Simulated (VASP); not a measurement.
# In (I4/mmm) in VASP: further runs

In is run at these levels: PBE; tasks: electric field gradients.

All numbers are computed with VASP 6.6.1; they aren't measurements. Logs are shortened: lines on timing, memory, paths and dates and some standing lists are left out, and cuts for length are marked.

**1. The cell of the first run**

The structure is tetragonal, space group I4/mmm (No. 139). Conventional cell: a = 3.389 Å, b = 3.389 Å, c = 4.595 Å, α = 90.00°, β = 90.00°, γ = 90.00°. Within 4.4 Å of In (site symmetry 4/mmm) lie 12 In at 3.32 to 3.39 Å.

**2. Electric field gradients, PBE**

The input, INCAR:

```
SYSTEM = In
PREC     = Accurate       ! precision mode
ENCUT    = 520            ! plane-wave cutoff, eV
EDIFF    = 1E-8           ! SCF threshold, eV
ISMEAR   = -1             ! smearing method
SIGMA    = 0.03           ! smearing width, eV
LREAL    = .False.        ! projectors in reciprocal space
LASPH    = .True.         ! aspherical terms in the spheres
NELM     = 60             ! most SCF steps
ALGO     = Normal         ! electronic algorithm
ISIF     = 2              ! what is computed and relaxed
LWAVE    = .False.        ! write WAVECAR
LCHARG   = .False.        ! write CHGCAR
GGA      = PE             ! functional
LEFG     = .True.       
NBANDS   = 12             ! bands
```

The input, KPOINTS:

```
Automatic mesh
0
Gamma
  17 17 17
  0 0 0
```

The input, POSCAR:

```
In
1.0
   -1.6947072674      1.6947072674      2.2973723912
    1.6947072674     -1.6947072674      2.2973723912
    1.6947072674      1.6947072674     -2.2973723912
In
1
Direct
    0.0000000000      0.0000000000      0.0000000000
```

Potentials or basis: VASP PAW PBE potentials, release 64 (In_d).

Command:

```bash
$ cat potpaw_PBE.64/In_d/POTCAR > POTCAR
$ mpirun -np 1 vasp_std > vasp.out
```

OUTCAR:

```text
SYSTEM = In
   PREC = Accurate
   ENCUT = 520
   EDIFF = 1E-8
   ISMEAR = -1
   LREAL = .False.
   LASPH = .True.
   NELM = 60
   ISIF = 2
   GGA = PE

 ion  position               nearest neighbor table
   1  0.000  0.000  0.000-

  LATTYP: Found a body centered tetragonal cell.
 ALAT       =     3.3894145348
 C/A-ratio  =     1.3556160615

  Lattice vectors:

 A1 = (  -1.6947072674,   1.6947072674,   2.2973723912)
 A2 = (   1.6947072674,  -1.6947072674,   2.2973723912)
 A3 = (   1.6947072674,   1.6947072674,  -2.2973723912)

Analysis of symmetry for initial positions (statically):
=====================================================================
 Subroutine PRICEL returns:
 Original cell was already a primitive cell.

 Routine SETGRP: Setting up the symmetry group for a
 body centered tetragonal supercell.

 Subroutine GETGRP returns: Found 16 space group operations
 (whereof 16 operations were pure point group operations)
 out of a pool of 16 trial point group operations.

The static configuration has the point symmetry D_4h.

Analysis of symmetry for dynamics (positions and initial velocities):
=====================================================================
 Subroutine PRICEL returns:
 Original cell was already a primitive cell.

 Routine SETGRP: Setting up the symmetry group for a
 body centered tetragonal supercell.

 Subroutine GETGRP returns: Found 16 space group operations
 (whereof 16 operations were pure point group operations)
 out of a pool of 16 trial point group operations.

The dynamic configuration has the point symmetry D_4h.

 Subroutine INISYM returns: Found 16 space group operations
 (whereof 16 operations are pure point group operations),
 and found     1 'primitive' translations

----------------------------------------------------------------------------------------

                                     Primitive cell

  volume of cell :      26.3925

  direct lattice vectors                    reciprocal lattice vectors
    -1.694707267  1.694707267  2.297372391     0.000000000  0.295036205  0.217639945
     1.694707267 -1.694707267  2.297372391     0.295036205  0.000000000  0.217639945
     1.694707267  1.694707267 -2.297372391     0.295036205  0.295036205  0.000000000

  length of vectors
     3.319937552  3.319937552  3.319937552     0.366624477  0.366624477  0.417244202

  position of ions in fractional coordinates (direct lattice)
     0.000000000  0.000000000  0.000000000

  ion indices of the primitive-cell ions
   primitive index   ion index
                 1           1

----------------------------------------------------------------------------------------

 KPOINTS: Automatic mesh

Automatic generation of k-mesh.
 Grid dimensions read from file:
 generate k-points for:   17   17   17

 Generating k-lattice:

  Cartesian coordinates                     Fractional coordinates (reciprocal lattice)
     0.000000000  0.017355071  0.012802350     0.058823529 -0.000000000  0.000000000
     0.017355071  0.000000000  0.012802350    -0.000000000  0.058823529  0.000000000
     0.017355071  0.017355071  0.000000000     0.000000000  0.000000000  0.058823529

  Length of vectors
     0.021566146  0.021566146  0.024543777

  Shift w.r.t. Gamma in fractional coordinates (k-lattice)
     0.000000000  0.000000000  0.000000000

 Subroutine IBZKPT returns following result:
 ===========================================

 Found    405 irreducible k-points:

 Following reciprocal coordinates:
            Coordinates               Weight
  0.000000  0.000000  0.000000      1.000000
  0.058824  0.000000 -0.000000      8.000000
  0.117647  0.000000  0.000000      8.000000
  0.176471  0.000000 -0.000000      8.000000
  0.235294  0.000000  0.000000      8.000000
  0.294118  0.000000 -0.000000      8.000000
[... 16 lines left out ...]
 -0.176471  0.058824  0.000000     16.000000
 -0.117647  0.058824  0.000000     16.000000
 [... further k-points ...]
   k-points           NKPTS =    405   k-points in BZ     NKDIM =    405   number of bands    NBANDS=     12
   number of dos      NEDOS =    301   number of ions     NIONS =      1
   total plane-waves  NPLWV =  21952
   dimension x,y,z NGX =    28 NGY =   28 NGZ =   28
   dimension x,y,z NGXF=    56 NGYF=   56 NGZF=   56
   ions per type =               1
   NGX,Y,Z   is equivalent  to a cutoff of  14.02, 14.02, 14.02 a.u.
   NGXF,Y,Z  is equivalent  to a cutoff of  28.04, 28.04, 28.04 a.u.
 SYSTEM =  In
   PREC   = accura    normal or accurate (medium, high low for compatibility)
   ISTART =      0    job   : 0-new  1-cont  2-samecut
   ICHARG =      2    charge: 1-file 2-atom 10-const
   ISPIN  =      1    spin polarized calculation?
   LNONCOLLINEAR =      F non collinear calculations
   LSORBIT =      F    spin-orbit coupling
   LASPH  =      T    aspherical Exc in radial PAW
   ENCUT  =  520.0 eV  38.22 Ry    6.18 a.u.   6.17  6.17  6.17*2*pi/ulx,y,z
   NELM   =     60;   NELMIN=  2; NELMDL= -5     # of ELM steps
   EDIFF  = 0.1E-07   stopping-criterion for ELM
   LREAL  =      F    real-space projection
   EDIFFG = 0.1E-06   stopping-criterion for IOM
   NSW    =      0    number of steps for IOM
   IBRION =     -1    ionic relax: 0-MD 1-quasi-New 2-CG
   NFREE  =      0    steps in history (QN), initial steepest desc. (CG)
   ISIF   =      2    stress and relaxation
   ISYM   =      2    0-nonsym 1-usesym 2-fastsym
   POTIM  = 0.5000    time-step for ionic-motion
   TEBEG  =    0.0;   TEEND  =   0.0 temperature during run
   PSTRESS=    0.0 pullay stress
   NELECT =      13.0000    total number of electrons
   NUPDOWN=      -1.0000    fix difference up-down
   EMIN   =  10.00;   EMAX   =-10.00  energy-range for DOS
   EFERMI =   0.00;   METHOD = LEGACY
   ISMEAR =    -1;   SIGMA  =   0.03  broadening in eV -4-tet -1-fermi 0-gaus
   EFERMI_NEDOS =   21; number of points for ismear=-14 and -15
   IALGO  =     38    algorithm
   IMIX   =      4    mixing-type and parameters
     AMIX     =   0.40;   BMIX     =  1.00
     AMIX_MAG =   1.60;   BMIX_MAG =  1.00
  volume/ion in A,a.u.               =      26.39       178.11
  Fermi-wavevector in a.u.,A,eV,Ry     =   1.292892  2.443212 22.743098  1.671571
  Thomas-Fermi vector in A             =   2.424572
   LORBIT       =      0    0 simple, 1 ext, 2 COOP (PROOUT), +10 PAW based schemes
   GGA     = PE    functional components
   LHFCALC =     F    Hartree Fock is set to
   AEXX    =    0.0000 exact exchange contribution
   IVDW    =     0    specifies the selected vdW correction
   LEPSILON=     F    determine dielectric tensor
   LRPA    =     F    only Hartree local field effects (RPA)
 non-spin polarized calculation
  energy-cutoff  :      520.00
  volume of cell :       26.39
 maximum number of plane-waves:       726
 NGX is ok and might be reduce to    28
   NGX = 13   NGY = 13   NGZ = 13

 number of electron      13.0000005 magnetization

 Free energy of the ion-electron system (eV)
  ---------------------------------------------------
  ext. energy  EPLUGINS =         0.00000000
  ---------------------------------------------------
  free energy    TOTEN  =        -2.55588834 eV

  energy without entropy =       -2.55467832  energy(sigma->0) =       -2.55528333

 E-fermi :   7.4442     XC(G=0): -10.2118

 val. band max:        7.4260798522   @ k =  -0.2353   0.3529   0.1765
 cond. band min:       7.4468578454   @ k =  -0.4118  -0.4118   0.1765
 fundamental gap:      0.0207779932
 Fermi energy:         7.4442009515

 k-point     1 :       0.0000    0.0000    0.0000
  band No.  band energies     occupation
      1      -7.2207      2.00000
      2      -7.2207      2.00000
      3      -7.1670      2.00000
      4      -7.0637      2.00000
      5      -7.0103      2.00000
      6      -2.0598      2.00000
      7      17.8547      0.00000
      8      17.9667      0.00000
      9      17.9667      0.00000
     10      18.9436      0.00000
     11      21.3322      0.00000
     12      21.3349      0.00000
[... 331 lines left out ...]
 k-point    24 :      -0.1176    0.0588    0.0000
  band No.  band energies     occupation
      1      -7.2311      2.00000
      2      -7.1929      2.00000
      3      -7.1465      2.00000
      4      -7.0710      2.00000
      5      -7.0082      2.00000
      6      -1.7891      2.00000
      7      15.7278      0.00000
      8      16.8054      0.00000
      9      17.5253      0.00000
     10      18.6004      0.00000
     11      21.3566      0.00000
     12      21.9255      0.00000

 [... further k-points ...]

------------------------ aborting loop because EDIFF is reached ----------------------------------------

  FORCE on cell =-STRESS in cart. coord.  units (eV):
  Direction    XX          YY          ZZ          XY          YZ          ZX
  --------------------------------------------------------------------------------------
  -------------------------------------------------------------------------------------
  Total        0.2847033      0.2847033      0.1968500      0.0000000     -0.0000000      0.0000000
  in kB       17.2831274     17.2831274     11.9499288      0.0000000     -0.0000000      0.0000000
  external PRESSURE =      15.5053945 kB  Pullay stress =       0.0000000 kB

 VOLUME and BASIS-vectors are now :
 -----------------------------------------------------------------------------
  energy-cutoff  :      520.00
  volume of cell :       26.39
      direct lattice vectors                 reciprocal lattice vectors
    -1.694707267  1.694707267  2.297372391     0.000000000  0.295036205  0.217639945
     1.694707267 -1.694707267  2.297372391     0.295036205  0.000000000  0.217639945
     1.694707267  1.694707267 -2.297372391     0.295036205  0.295036205  0.000000000

 POSITION                                       TOTAL-FORCE (eV/Angst)
 -----------------------------------------------------------------------------------
      0.00000      0.00000      0.00000        -0.000000     -0.000000      0.000000
 -----------------------------------------------------------------------------------
    total drift:                               -0.000000     -0.000000     -0.000000

  FREE ENERGIE OF THE ION-ELECTRON SYSTEM (eV)
  ---------------------------------------------------
  free  energy   TOTEN  =        -2.5558883400 eV

  energy  without entropy=       -2.5546783170  energy(sigma->0) =       -2.55528333

 Electric field gradients (V/A^2)
---------------------------------------------------------------------
 ion       V_xx      V_yy      V_zz      V_xy      V_xz      V_yz
---------------------------------------------------------------------
   1       3.046     3.046    -6.093    -0.002    -0.001    -0.001
---------------------------------------------------------------------

 Electric field gradients after diagonalization (V/A^2)
 (convention: |V_zz| > |V_xx| > |V_yy|)
----------------------------------------------------------------------
 ion       V_xx      V_yy      V_zz     asymmetry (V_yy - V_xx)/ V_zz
----------------------------------------------------------------------
   1       3.048     3.044    -6.093       0.001
----------------------------------------------------------------------

           NMR quadrupolar parameters

 Cq : quadrupolar parameter    Cq=e*Q*V_zz/h
 eta: asymmetry parameters     (V_yy - V_xx)/ V_zz
 Q  : nuclear electric quadrupole moment in mb (millibarn)
----------------------------------------------------------------------
 ion       Cq(MHz)       eta       Q (mb)
----------------------------------------------------------------------
   1      -0.015       0.001       1.000
----------------------------------------------------------------------
```

Run time: 1.9 min. Hardware: 1 thread of Intel Xeon Platinum 8259CL at 2.50GHz (Skylake/Cascade Lake), shared host; peak memory 0.25 GiB.

Results:

```
Free energy                             : -2.5559 eV
Pressure                                : 1.6 GPa
Band gap on the k mesh                  : zero (an odd number of electrons rules out a gap without spin polarisation)
Largest electric field gradient by atom : In -6.1 V/Å²
```

Electric field gradients, principal values (V/Å²):
| atom | least | middle | greatest (by size) |
| --- | --- | --- | --- |
| 1 In | 3.044 | 3.048 | -6.093 |

Caveat: without QUAD_EFG the Cq values of the log hold for a quadrupole moment of 1 mb, not for the nuclei; spin-orbit coupling is left out, which moves the levels of the heavy elements.

**3. Electric field gradients, PBE (26.92 Å³/atom)**

This run uses another cell than the first one, of 26.92 Å³/atom.

The input, INCAR:

```
SYSTEM = In
ALGO = Normal
EDIFF = 1E-8
ENCUT = 520
GGA = PE
ISIF = 2
ISMEAR = -1
LASPH = .True.
LCHARG = .False.
LEFG = .True.
LREAL = .False.
LWAVE = .False.
NBANDS = 12
NELM = 60
PREC = Accurate
SIGMA = 0.03
```

The input, KPOINTS:

```
k-points
0
Gamma
  17 17 17
  0 0 0
```

The input, POSCAR:

```
In
1.0
   -1.7059308214      1.7059308214      2.3125872213
    1.7059308214     -1.7059308214      2.3125872213
    1.7059308214      1.7059308214     -2.3125872213
In
1
Direct
    0.0000000000      0.0000000000      0.0000000000
```

Potentials or basis: VASP PAW PBE potentials, release 64 (In_d).

Command:

```bash
$ cat potpaw_PBE.64/In_d/POTCAR > POTCAR
$ mpirun -np 1 vasp_std > vasp.out
```

OUTCAR:

```text
SYSTEM = In
   EDIFF = 1E-8
   ENCUT = 520
   GGA = PE
   ISIF = 2
   ISMEAR = -1
   LASPH = .True.
   LREAL = .False.
   NELM = 60
   PREC = Accurate

 ion  position               nearest neighbor table
   1  0.000  0.000  0.000-

  LATTYP: Found a body centered tetragonal cell.
 ALAT       =     3.4118616428
 C/A-ratio  =     1.3556160615

  Lattice vectors:

 A1 = (  -1.7059308214,   1.7059308214,   2.3125872213)
 A2 = (   1.7059308214,  -1.7059308214,   2.3125872213)
 A3 = (   1.7059308214,   1.7059308214,  -2.3125872213)

Analysis of symmetry for initial positions (statically):
=====================================================================
 Subroutine PRICEL returns:
 Original cell was already a primitive cell.

 Routine SETGRP: Setting up the symmetry group for a
 body centered tetragonal supercell.

 Subroutine GETGRP returns: Found 16 space group operations
 (whereof 16 operations were pure point group operations)
[... 540 lines left out ...]

 VOLUME and BASIS-vectors are now :
 -----------------------------------------------------------------------------
  energy-cutoff  :      520.00
  volume of cell :       26.92
      direct lattice vectors                 reciprocal lattice vectors
    -1.705930821  1.705930821  2.312587221     0.000000000  0.293095121  0.216208061
     1.705930821 -1.705930821  2.312587221     0.293095121  0.000000000  0.216208061
     1.705930821  1.705930821 -2.312587221     0.293095121  0.293095121  0.000000000

 POSITION                                       TOTAL-FORCE (eV/Angst)
 -----------------------------------------------------------------------------------
      0.00000      0.00000      0.00000         0.000000      0.000000      0.000000
 -----------------------------------------------------------------------------------
    total drift:                               -0.000000     -0.000000     -0.000000

  FREE ENERGIE OF THE ION-ELECTRON SYSTEM (eV)
  ---------------------------------------------------
  free  energy   TOTEN  =        -2.5598174887 eV

  energy  without entropy=       -2.5585384116  energy(sigma->0) =       -2.55917795

 Electric field gradients (V/A^2)
---------------------------------------------------------------------
 ion       V_xx      V_yy      V_zz      V_xy      V_xz      V_yz
---------------------------------------------------------------------
   1       3.190     3.190    -6.379    -0.001    -0.001    -0.001
---------------------------------------------------------------------

 Electric field gradients after diagonalization (V/A^2)
 (convention: |V_zz| > |V_xx| > |V_yy|)
----------------------------------------------------------------------
 ion       V_xx      V_yy      V_zz     asymmetry (V_yy - V_xx)/ V_zz
----------------------------------------------------------------------
   1       3.191     3.188    -6.379       0.000
----------------------------------------------------------------------

           NMR quadrupolar parameters

 Cq : quadrupolar parameter    Cq=e*Q*V_zz/h
 eta: asymmetry parameters     (V_yy - V_xx)/ V_zz
 Q  : nuclear electric quadrupole moment in mb (millibarn)
----------------------------------------------------------------------
 ion       Cq(MHz)       eta       Q (mb)
----------------------------------------------------------------------
   1      -0.015       0.000       1.000
----------------------------------------------------------------------
```

OSZICAR:

```text
N       E                     dE             d eps       ncg     rms          rms(c)
DAV:   1     0.789126299299E+02    0.78913E+02   -0.62744E+03  9876   0.136E+03
DAV:   2     0.128898341103E+01   -0.77624E+02   -0.75606E+02 10236   0.291E+02
DAV:   3    -0.249462514541E+01   -0.37836E+01   -0.37695E+01 11576   0.645E+01
DAV:   4    -0.258114438886E+01   -0.86519E-01   -0.86491E-01 12292   0.983E+00
DAV:   5    -0.258526492394E+01   -0.41205E-02   -0.41204E-02 13460   0.189E+00    0.215E+00
DAV:   6    -0.256405618589E+01    0.21209E-01   -0.34568E-02 12540   0.374E+00    0.107E+00
DAV:   7    -0.256003726708E+01    0.40189E-02   -0.10938E-02 12752   0.194E+00    0.245E-01
DAV:   8    -0.255981029944E+01    0.22697E-03   -0.85863E-04 13860   0.485E-01    0.311E-02
DAV:   9    -0.255981669984E+01   -0.64004E-05   -0.11075E-05 13088   0.461E-02    0.142E-02
DAV:  10    -0.255981757228E+01   -0.87244E-06   -0.13054E-06 11064   0.114E-02    0.166E-03
DAV:  11    -0.255981754173E+01    0.30554E-07   -0.51467E-08 12880   0.195E-03    0.112E-03
DAV:  12    -0.255981749040E+01    0.51330E-07   -0.40855E-09  7352   0.107E-03    0.971E-05
DAV:  13    -0.255981748866E+01    0.17324E-08   -0.41711E-10  6452   0.235E-04
   1 F= -.25598175E+01 E0= -.25591780E+01  d E =-.127908E-02
```

It took 1.9 min on 1 thread of Intel Xeon Platinum 8259CL at 2.50GHz (Skylake/Cascade Lake), shared host; peak memory 0.25 GiB.

Results:

```yaml
Free_energy: -2.5598 eV
Pressure: 0.7 GPa
Band_gap_on_the_k_mesh: zero (an odd number of electrons rules out a gap without spin polarisation)
Largest_electric_field_gradient_by_atom: In -6.4 V/Å²
```

Levels at points of the mesh, in eV from the Fermi level:
```csv
k point,band 4,band 5,band 6,band 7,band 8,band 9
"(0.00, 0.00, 0.00)",-14.49,-14.44,-9.36,10.24,10.35,10.35
```

Electric field gradients, principal values (V/Å²):
| atom | least | middle | greatest (by size) |
| --- | --- | --- | --- |
| 1 In | 3.188 | 3.191 | -6.379 |

Caveat: without QUAD_EFG the Cq values of the log hold for a quadrupole moment of 1 mb, not for the nuclei; spin-orbit coupling is left out, which moves the levels of the heavy elements.

(Part 1 of 2 ends here.)

The gap in the log of VASP goes by the Fermi energy; the results here count the filled bands.